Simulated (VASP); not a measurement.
Here is a VASP 6.6.1 calculation.

Contents of INCAR:

```
ALGO = Fast ; EDIFF = 1E-6
ENCUT = 520 ; GGA = PE
ISIF = 2 ; ISMEAR = 0
LASPH = T ; LCHARG = T
LELF = T ; LREAL = F
LVHAR = T ; LWAVE = F
NBANDS = 12 ; NELM = 80
PREC = Accurate ; SIGMA = 0.1
```

KPOINTS

```
k-points
0
Gamma
  20 20 20
```

Contents of POSCAR:

```
Ga
1.0
    2.7430535936      0.0000000000      0.0000000000
    0.0000000000      2.7430535936      0.0000000000
    0.0000000000      0.0000000000      2.7440143896
Ga
1
Direct
    0.5000000000      0.5000000000      0.5000000000
```

Potentials or basis: VASP PAW PBE potentials, release 64 (Ga_d).

The run is started by

```sh
$ cat potpaw_PBE.64/Ga_d/POTCAR > POTCAR
$ mpirun -np 1 vasp_std > vasp.out
```

Problem. Predict the band gap on the k mesh.

Solution. Zero (an odd number of electrons rules out a gap without spin polarisation).

Problem. Predict the pressure.

Solution. -1.1 GPa.
